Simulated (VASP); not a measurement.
# BeCdS4 (C222) in VASP: a series of runs

Runs on BeCdS4. Level: PBE. Tasks: relaxation of cell and atoms, single point.

Program: VASP 6.6.1. These are calculated values, not measurements. Logs are shortened: lines on timing, memory, paths and dates and some standing lists are left out, and cuts for length are marked.

## (1) The cell of the first run

Symmetry: C222, No. 21, orthorhombic system. The conventional cell has a = 5.086 Å, b = 8.438 Å, c = 6.383 Å, α = 90.00°, β = 90.00°, γ = 90.00°. Within 2.8 Å of Be (site symmetry 222) lie 4 S at 2.11 Å. Within 3.4 Å of Cd (site symmetry 222) lie 4 S at 2.56 Å. S (site symmetry 1) has 1 Be at 2.11 Å and 2 S at 2.11 to 2.91 Å and 1 Cd at 2.56 Å within 3.0 Å.

The cell was generated, and may not be a known phase.

## (2) Relaxation of cell and atoms, PBE

INCAR reads:

```
SYSTEM = BeCdS4
PREC = Accurate
ENCUT = 630
EDIFF = 1E-7
ISMEAR = 0
SIGMA = 0.02
LREAL = .FALSE.
LASPH = .TRUE.
NELM = 120
ALGO = Normal
ISIF = 3
LWAVE = .FALSE.
LCHARG = .FALSE.
GGA = PE
IBRION = 2
NSW = 100
EDIFFG = -0.01
GGA_COMPAT = .FALSE.
NELMIN = 4
```

KPOINTS reads:

```
regular mesh
0
G
  6 6 4
  0 0 0
```

POSCAR reads:

```
BeCdS4
1.0
    2.5431212981     -4.2190705543      0.0000000000
    2.5431212981      4.2190705543      0.0000000000
    0.0000000000      0.0000000000      6.3831414666
Be Cd S
1 1 4
Direct
    0.5000000000      0.5000000000      0.5000000000
    0.0000000000      0.0000000000      0.0000000000
    0.8170726580      0.5550317295      0.7387457957
    0.1829273420      0.4449682705      0.7387457957
    0.4449682705      0.1829273420      0.2612542043
    0.5550317295      0.8170726580      0.2612542043
```

Potentials or basis: VASP PAW PBE potentials, release 64 (Be, Cd_sv_GW, S).

On the command line:

```
$ cat potpaw_PBE.64/Be/POTCAR potpaw_PBE.64/Cd_sv_GW/POTCAR potpaw_PBE.64/S/POTCAR > POTCAR
$ mpirun -np 1 vasp_std > vasp.out
```

OUTCAR:

```text
SYSTEM = BeCdS4
   PREC = Accurate
   ENCUT = 630
   EDIFF = 1E-7
   ISMEAR = 0
   LREAL = .FALSE.
   LASPH = .TRUE.
   NELM = 120
   ISIF = 3
   GGA = PE
   IBRION = 2
   NSW = 100
   EDIFFG = -0.01
   NELMIN = 4

 ion  position               nearest neighbor table
   1  0.500  0.500  0.500-   3 2.11   4 2.11   5 2.11   6 2.11
   2  0.000  0.000  0.000-   3 2.56   4 2.56   5 2.56   6 2.56
   3  0.817  0.555  0.739-   1 2.11   4 2.11   2 2.56
   4  0.183  0.445  0.739-   1 2.11   3 2.11   2 2.56
   5  0.445  0.183  0.261-   1 2.11   6 2.11   2 2.56
   6  0.555  0.817  0.261-   1 2.11   5 2.11   2 2.56

  LATTYP: Found a base centered orthorhombic cell.
 ALAT       =     5.0862425962
 B/A-ratio  =     1.6590127091
 C/A-ratio  =     1.2549817170

  Lattice vectors:

 A1 = (   2.5431212981,  -4.2190705543,   0.0000000000)
 A2 = (   2.5431212981,   4.2190705543,   0.0000000000)
 A3 = (   0.0000000000,   0.0000000000,   6.3831414666)

Analysis of symmetry for initial positions (statically):
=====================================================================
 Subroutine PRICEL returns:
 Original cell was already a primitive cell.

 Routine SETGRP: Setting up the symmetry group for a
 base centered orthorhombic supercell.

 Subroutine GETGRP returns: Found  4 space group operations
 (whereof  4 operations were pure point group operations)
 out of a pool of  8 trial point group operations.

The static configuration has the point symmetry D_2 .

Analysis of symmetry for dynamics (positions and initial velocities):
=====================================================================
 Subroutine PRICEL returns:
 Original cell was already a primitive cell.

 Routine SETGRP: Setting up the symmetry group for a
 base centered orthorhombic supercell.

 Subroutine GETGRP returns: Found  4 space group operations
 (whereof  4 operations were pure point group operations)
 out of a pool of  8 trial point group operations.

The dynamic configuration has the point symmetry D_2 .

 Subroutine INISYM returns: Found  4 space group operations
 (whereof  4 operations are pure point group operations),
 and found     1 'primitive' translations

----------------------------------------------------------------------------------------

                                     Primitive cell

  volume of cell :     136.9772

  direct lattice vectors                    reciprocal lattice vectors
     2.543121298 -4.219070554  0.000000000     0.196608790 -0.118509514  0.000000000
     2.543121298  4.219070554  0.000000000     0.196608790  0.118509514  0.000000000
     0.000000000  0.000000000  6.383141467     0.000000000  0.000000000  0.156662672

  length of vectors
     4.926258446  4.926258446  6.383141467     0.229563762  0.229563762  0.156662672

  position of ions in fractional coordinates (direct lattice)
     0.500000000  0.500000000  0.500000000
     0.000000000  0.000000000  0.000000000
     0.817072658  0.555031730  0.738745796
     0.182927342  0.444968270  0.738745796
     0.444968270  0.182927342  0.261254204
     0.555031730  0.817072658  0.261254204

  ion indices of the primitive-cell ions
   primitive index   ion index
                 1           1
                 2           2
                 3           3
                 4           4
                 5           5
                 6           6

----------------------------------------------------------------------------------------

 KPOINTS: regular mesh

Automatic generation of k-mesh.
 Grid dimensions read from file:
 generate k-points for:    6    6    4

 Generating k-lattice:

  Cartesian coordinates                     Fractional coordinates (reciprocal lattice)
     0.032768132 -0.019751586  0.000000000     0.166666667  0.000000000  0.000000000
     0.032768132  0.019751586  0.000000000     0.000000000  0.166666667  0.000000000
     0.000000000  0.000000000  0.039165668     0.000000000  0.000000000  0.250000000

  Length of vectors
     0.038260627  0.038260627  0.039165668

  Shift w.r.t. Gamma in fractional coordinates (k-lattice)
     0.000000000  0.000000000  0.000000000

 Subroutine IBZKPT returns following result:
 ===========================================

 Found     39 irreducible k-points:

 Following reciprocal coordinates:
            Coordinates               Weight
  0.000000  0.000000  0.000000      1.000000
  0.166667  0.000000  0.000000      4.000000
  0.333333  0.000000  0.000000      4.000000
  0.500000  0.000000  0.000000      2.000000
  0.166667  0.166667  0.000000      2.000000
  0.333333  0.166667  0.000000      4.000000
[... 16 lines left out ...]
  0.333333  0.333333  0.250000      4.000000
  0.500000  0.333333  0.250000      8.000000
 [... further k-points ...]
   k-points           NKPTS =     39   k-points in BZ     NKDIM =     39   number of bands    NBANDS=     27
   number of dos      NEDOS =    301   number of ions     NIONS =      6
   total plane-waves  NPLWV =  86400
   dimension x,y,z NGX =    40 NGY =   40 NGZ =   54
   dimension x,y,z NGXF=    80 NGYF=   80 NGZF=  108
   ions per type =               1   1   4
   NGX,Y,Z   is equivalent  to a cutoff of  13.50, 13.50, 14.06 a.u.
   NGXF,Y,Z  is equivalent  to a cutoff of  27.00, 27.00, 28.13 a.u.
 SYSTEM =  BeCdS4
   PREC   = accura    normal or accurate (medium, high low for compatibility)
   ISTART =      0    job   : 0-new  1-cont  2-samecut
   ICHARG =      2    charge: 1-file 2-atom 10-const
   ISPIN  =      1    spin polarized calculation?
   LNONCOLLINEAR =      F non collinear calculations
   LSORBIT =      F    spin-orbit coupling
   LASPH  =      T    aspherical Exc in radial PAW
   ENCUT  =  630.0 eV  46.30 Ry    6.80 a.u.  10.08 10.08 13.06*2*pi/ulx,y,z
   NELM   =    120;   NELMIN=  4; NELMDL= -5     # of ELM steps
   EDIFF  = 0.1E-06   stopping-criterion for ELM
   LREAL  =      F    real-space projection
   EDIFFG = -.1E-01   stopping-criterion for IOM
   NSW    =    100    number of steps for IOM
   IBRION =      2    ionic relax: 0-MD 1-quasi-New 2-CG
   NFREE  =      1    steps in history (QN), initial steepest desc. (CG)
   ISIF   =      3    stress and relaxation
   ISYM   =      2    0-nonsym 1-usesym 2-fastsym
   POTIM  = 0.5000    time-step for ionic-motion
   TEBEG  =    0.0;   TEEND  =   0.0 temperature during run
   PSTRESS=    0.0 pullay stress
   NELECT =      46.0000    total number of electrons
   NUPDOWN=      -1.0000    fix difference up-down
   EMIN   =  10.00;   EMAX   =-10.00  energy-range for DOS
   EFERMI =   0.00;   METHOD = LEGACY
   ISMEAR =     0;   SIGMA  =   0.02  broadening in eV -4-tet -1-fermi 0-gaus
   EFERMI_NEDOS =   21; number of points for ismear=-14 and -15
   IALGO  =     38    algorithm
   IMIX   =      4    mixing-type and parameters
     AMIX     =   0.40;   BMIX     =  1.00
     AMIX_MAG =   1.60;   BMIX_MAG =  1.00
  volume/ion in A,a.u.               =      22.83       154.06
  Fermi-wavevector in a.u.,A,eV,Ry     =   1.137919  2.150355 17.617634  1.294860
  Thomas-Fermi vector in A             =   2.274624
   LORBIT       =      0    0 simple, 1 ext, 2 COOP (PROOUT), +10 PAW based schemes
   GGA     = PE    functional components
   LHFCALC =     F    Hartree Fock is set to
   AEXX    =    0.0000 exact exchange contribution
   IVDW    =     0    specifies the selected vdW correction
   LEPSILON=     F    determine dielectric tensor
   LRPA    =     F    only Hartree local field effects (RPA)
 conjugate gradient relaxation of ions
 non-spin polarized calculation
 Gauss-broadening in eV      SIGMA  =   0.02
  energy-cutoff  :      630.00
  volume of cell :      136.98
 maximum number of plane-waves:      4964
   NGX = 21   NGY = 21   NGZ = 27

--------------------------------------- Ionic step        1  -------------------------------------------

 number of electron      45.9999998 magnetization

 Free energy of the ion-electron system (eV)
  ---------------------------------------------------
  ext. energy  EPLUGINS =         0.00000000
  ---------------------------------------------------
  free energy    TOTEN  =       -22.66620322 eV

  energy without entropy =      -22.66620322  energy(sigma->0) =      -22.66620322

------------------------ aborting loop because EDIFF is reached ----------------------------------------

  FORCE on cell =-STRESS in cart. coord.  units (eV):
  Direction    XX          YY          ZZ          XY          YZ          ZX
  --------------------------------------------------------------------------------------
  -------------------------------------------------------------------------------------
  Total       -0.1763041     -0.2836532      0.1716853      0.0000000      0.0000000      0.0000000
  in kB       -2.0621706     -3.3177975      2.0081462      0.0000000      0.0000000      0.0000000
  external PRESSURE =      -1.1239407 kB  Pullay stress =       0.0000000 kB

 VOLUME and BASIS-vectors are now :
 -----------------------------------------------------------------------------
  energy-cutoff  :      630.00
  volume of cell :      136.98
      direct lattice vectors                 reciprocal lattice vectors
     2.543121298 -4.219070554  0.000000000     0.196608790 -0.118509514  0.000000000
     2.543121298  4.219070554  0.000000000     0.196608790  0.118509514  0.000000000
     0.000000000  0.000000000  6.383141467     0.000000000  0.000000000  0.156662672
[... 281 lines left out ...]
 POSITION                                       TOTAL-FORCE (eV/Angst)
 -----------------------------------------------------------------------------------
      2.53281      0.00000      3.21434         0.000000      0.000000      0.000000
      0.00000     -0.00000      0.00000         0.000000      0.000000      0.000000
      3.47908     -1.09545      4.74590         0.002380      0.001232     -0.011299
      1.58655      1.09545      4.74590        -0.002380     -0.001232     -0.011299
      1.58655     -1.09545      1.68278        -0.002380      0.001232      0.011299
      3.47908      1.09545      1.68278         0.002380     -0.001232      0.011299
 -----------------------------------------------------------------------------------
    total drift:                                0.000000     -0.000000     -0.000000

  FREE ENERGIE OF THE ION-ELECTRON SYSTEM (eV)
  ---------------------------------------------------
  free  energy   TOTEN  =       -22.6682129770 eV

  energy  without entropy=      -22.6682129770  energy(sigma->0) =      -22.66821298

--------------------------------------- Ionic step        9  -------------------------------------------

 number of electron      45.9999996 magnetization

 Free energy of the ion-electron system (eV)
  ---------------------------------------------------
  ext. energy  EPLUGINS =         0.00000000
  ---------------------------------------------------
  free energy    TOTEN  =       -22.66828792 eV

  energy without entropy =      -22.66828792  energy(sigma->0) =      -22.66828792

 E-fermi :   2.9912     XC(G=0):  -8.6780

 val. band max:        2.8075805047   @ k =   0.5000   0.0000   0.5000
 cond. band min:       3.6210418411   @ k =   0.5000   0.5000   0.5000
 fundamental gap:      0.8134613364
 Fermi energy:         2.9912156098

 k-point     1 :       0.0000    0.0000    0.0000
  band No.  band energies     occupation
      1     -99.3066      2.00000
      2     -60.4261      2.00000
      3     -60.3504      2.00000
      4     -60.3304      2.00000
      5     -12.0834      2.00000
      6     -11.6610      2.00000
[... 19 lines left out ...]
     26       5.8582      0.00000
     27       7.4581      0.00000
[... 667 lines left out ...]
      5     -11.5305      2.00000
      6     -11.3689      2.00000
[... 19 lines left out ...]
     26       5.7964      0.00000
     27       6.8985      0.00000

 [... further k-points ...]

------------------------ aborting loop because EDIFF is reached ----------------------------------------

  FORCE on cell =-STRESS in cart. coord.  units (eV):
  Direction    XX          YY          ZZ          XY          YZ          ZX
  --------------------------------------------------------------------------------------
  -------------------------------------------------------------------------------------
  Total       -0.0407099      0.0298014     -0.0139941      0.0000000      0.0000000      0.0000000
  in kB       -0.4769977      0.3491832     -0.1639684      0.0000000      0.0000000      0.0000000
  external PRESSURE =      -0.0972610 kB  Pullay stress =       0.0000000 kB

 VOLUME and BASIS-vectors are now :
 -----------------------------------------------------------------------------
  energy-cutoff  :      630.00
  volume of cell :      136.74
      direct lattice vectors                 reciprocal lattice vectors
     2.531230495 -4.202215400  0.000000000     0.197532386 -0.118984857  0.000000000
     2.531230495  4.202215400  0.000000000     0.197532386  0.118984857  0.000000000
     0.000000000  0.000000000  6.427673831     0.000000000  0.000000000  0.155577278

 POSITION                                       TOTAL-FORCE (eV/Angst)
 -----------------------------------------------------------------------------------
      2.53123      0.00000      3.21384         0.000000      0.000000      0.000000
      2.53123      4.20222      0.00000         0.000000      0.000000      0.000000
      3.47704     -1.09552      4.74410         0.005714     -0.002829     -0.004679
      1.58542      1.09552      4.74410        -0.005714      0.002829     -0.004679
      1.58542     -1.09552      1.68357        -0.005714     -0.002829      0.004679
      3.47704      1.09552      1.68357         0.005714      0.002829      0.004679
 -----------------------------------------------------------------------------------
    total drift:                               -0.000000     -0.000000     -0.000000

  FREE ENERGIE OF THE ION-ELECTRON SYSTEM (eV)
  ---------------------------------------------------
  free  energy   TOTEN  =       -22.6682879239 eV

  energy  without entropy=      -22.6682879239  energy(sigma->0) =      -22.66828792

 reached required accuracy - stopping structural energy minimisation
```

Wall time 18 min (1 thread of AMD EPYC 7R13 (Zen 3), shared host); peak memory 0.42 GiB.

What came out:

* Free energy: -22.6683 eV
* Relaxed volume: 22.79 Å³/atom
* Relaxed cell: a = 4.906 Å, b = 4.906 Å, c = 6.428 Å, α = 90.00°, β = 90.00°, γ = 117.87°
* Space group after relaxing (to 0.1 Å): C222 (No. 21)
* Energy gained by relaxing: 0.3 meV/atom
* Ionic steps: 9
* Pressure after relaxing: 0.0 GPa
* Largest force after relaxing: 0.008 eV/Å
* Band gap on the k mesh: 0.81 eV (least direct gap 1.00 eV)

Forces in eV/Å, atoms in the order of the input:
```
Be   0.000  0.000  0.000
Cd   0.000  0.000  0.000
S    0.006 -0.003 -0.005
S   -0.006  0.003 -0.005
S   -0.006 -0.003  0.005
S    0.006  0.003  0.005
```

Step by step:
| step | energy change (eV) | largest force (eV/Å) | pressure (GPa) | volume (Å³) |
| --- | --- | --- | --- | --- |
| 1 | 0.0000 | 0.0413 | -0.11 | 136.98 |
| 2 | -0.0010 | 0.0469 | 0.05 | 136.66 |
| 3 | -0.0011 | 0.0590 | 0.13 | 136.52 |
| 4 | -0.0017 | 0.0250 | 0.06 | 136.61 |
| 5 | -0.0018 | 0.0347 | 0.01 | 136.68 |
| 6 | -0.0018 | 0.0302 | 0.02 | 136.67 |
| 7 | -0.0019 | 0.0210 | -0.01 | 136.74 |
| 8 | -0.0020 | 0.0116 | -0.04 | 136.83 |
| 9 | -0.0021 | 0.0079 | -0.01 | 136.74 |

Final structure:
```cif
data_structure
_symmetry_space_group_name_H-M 'P 1'
_symmetry_Int_Tables_number 1
_cell_length_a 4.9057
_cell_length_b 4.9057
_cell_length_c 6.4277
_cell_angle_alpha 90.000
_cell_angle_beta 90.000
_cell_angle_gamma 117.874
_cell_volume 136.74
loop_
_atom_site_label
_atom_site_type_symbol
_atom_site_fract_x
_atom_site_fract_y
_atom_site_fract_z
_atom_site_occupancy
Be1 Be 0.50000 0.50000 0.50000 1
Cd1 Cd 0.00000 0.00000 0.00000 1
S1 S 0.81718 0.55648 0.73807 1
S2 S 0.18282 0.44352 0.73807 1
S3 S 0.44352 0.18282 0.26193 1
S4 S 0.55648 0.81718 0.26193 1
```

Levels at points of the mesh, in eV from the valence-band top:
```csv
k point,band 21,band 22,band 23,band 24,band 25,band 26
"(0.00, 0.00, 0.00)",-1.25,-1.00,-0.95,2.17,3.01,3.05
"(0.50, 0.00, 0.00)",-1.40,-1.02,-0.07,1.30,3.43,4.13
"(0.50, 0.50, 0.00)",-0.65,-0.55,-0.34,0.95,1.16,2.83
"(0.00, 0.00, 0.50)",-1.33,-1.20,-0.86,3.34,3.37,3.61
"(0.50, 0.00, 0.50)",-1.79,-0.22,0.00,1.23,2.22,3.84
"(0.50, 0.50, 0.50)",-1.76,-0.27,-0.19,0.81,1.39,3.83
```

## (3) Single point, PBE

INCAR reads:

```
SYSTEM = BeCdS4
  PREC = Accurate
  ENCUT = 630
  EDIFF = 1E-6
  ISMEAR = 0
  SIGMA = 0.2
  LREAL = .FALSE.
  LASPH = .TRUE.
  NELM = 120
  ALGO = Normal
  ISIF = 2
  LWAVE = .FALSE.
  LCHARG = .FALSE.
  GGA = PE
  NBANDS = 32
  GGA_COMPAT = .FALSE.
```

KPOINTS reads:

```
regular mesh
0
G
  4 4 4
  0 0 0
```

POSCAR is that of step 2.

Potentials or basis: VASP PAW PBE potentials, release 64 (Be, Cd_sv_GW, S).

On the command line:

```
$ cat potpaw_PBE.64/Be/POTCAR potpaw_PBE.64/Cd_sv_GW/POTCAR potpaw_PBE.64/S/POTCAR > POTCAR
$ mpirun -np 1 vasp_std > vasp.out
```

Run time: 3 min. Hardware: 1 thread of Intel Xeon 6975P-C (Granite Rapids), shared host; peak memory 0.36 GiB.

Results (log left out):

```yaml
Free_energy: -22.6261 eV
Pressure: -0.1 GPa
Largest_force: 0.107 eV/Å
Band_gap_on_the_k_mesh: 0.79 eV (least direct gap 0.99 eV)
```

Forces in eV/Å, atoms in the order of the input:
```
Be   0.000  0.000  0.000
Cd   0.000  0.000  0.000
S    0.074 -0.077  0.009
S   -0.074  0.077  0.009
S   -0.074 -0.077 -0.009
S    0.074  0.077 -0.009
```

Stress tensor (GPa, compression positive):
```
-0.07  0.00  0.00
 0.00 -0.32  0.00
 0.00  0.00  0.18
```

Levels at points of the mesh, in eV from the valence-band top:
```
           k point  band 21  band 22  band 23  band 24  band 25  band 26
(0.00, 0.00, 0.00)    -1.23    -1.01    -0.91     2.21     3.03     3.09
(0.50, 0.00, 0.00)    -1.36    -1.04    -0.07     1.28     3.46     4.14
(0.50, 0.50, 0.00)    -0.65    -0.48    -0.37     0.93     1.15     2.85
(0.00, 0.00, 0.50)    -1.29    -1.19    -0.84     3.37     3.40     3.64
(0.50, 0.00, 0.50)    -1.79    -0.19     0.00     1.21     2.27     3.85
(0.50, 0.50, 0.50)    -1.72    -0.26    -0.20     0.79     1.38     3.84
```
